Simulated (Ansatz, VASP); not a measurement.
## One calculation of ReHg, two programs

Contents of INCAR:

```
SYSTEM = ReHg
PREC = Accurate
ENCUT = 520
EDIFF = 1E-6
ISMEAR = 0
SIGMA = 0.1
LREAL = .False.
LASPH = .True.
NELM = 60
ALGO = Normal
ISIF = 2
LWAVE = .False.
LCHARG = .True.
GGA = PE
LELF = .True.
LVHAR = .True.
NBANDS = 16
```

The input KPOINTS:

```
Automatic mesh
0
Gamma
  6 6 6
  0 0 0
```

POSCAR

```
ReHg
1.0
    3.6667748200      0.0000000000      0.0000000000
    0.0000000000      3.6667748200      0.0000000000
    0.0000000000      0.0000000000      3.6667748200
Re Hg
1 1
Direct
    0.5000000000      0.5000000000      0.5000000000
    0.0000000000      0.0000000000      0.0000000000
```

Input for Ansatz:

```yaml
crystal:
  lattice:
    - [3.66677482, 0.0, 0.0]
    - [0.0, 3.66677482, 0.0]
    - [0.0, 0.0, 3.66677482]
  atoms:
    - { symbol: Re, position: [0.5, 0.5, 0.5] }
    - { symbol: Hg, position: [0.0, 0.0, 0.0] }
basis:
  ecutwfc: 420
kpoints:
  mp_grid: { grid: [6, 6, 6] }
hamiltonian:
  xc: pbe
scf:
  occupations: { method: gaussian, width: 0.1 }
  lower_state_search: "off"
output:
  forces: true
  stress: true
  eigenvalues: true
```

Alike in both runs: task single point; functional PBE; k mesh 6 × 6 × 6; occupations gaussian, width 0.1 eV; no spin polarisation.

```csv
,VASP,Ansatz
version,VASP 6.6.1,Ansatz 0.2.0
potentials or method,"VASP PAW PBE potentials, release 64 (Re, Hg), cutoff 520 eV","scalar-relativistic, plane waves, PAW"
valence electrons in the cell,19,35
```

|  | VASP | Ansatz | Ansatz less VASP |
| --- | --- | --- | --- |
| gap on the k mesh at the Fermi level (eV) | none | none | - |
| pressure (GPa) | -26.6 | -26.9 | -0.24 |

A gap of «none» marks a metal or a gap that the smearing closes. With one functional, cell and mesh, what is left measures potentials, basis and numerics. VASP's potentials hold 19 valence electrons a cell and Ansatz's 35, so a difference there can come from the potentials and not from the codes.

Spin-orbit coupling is off throughout.
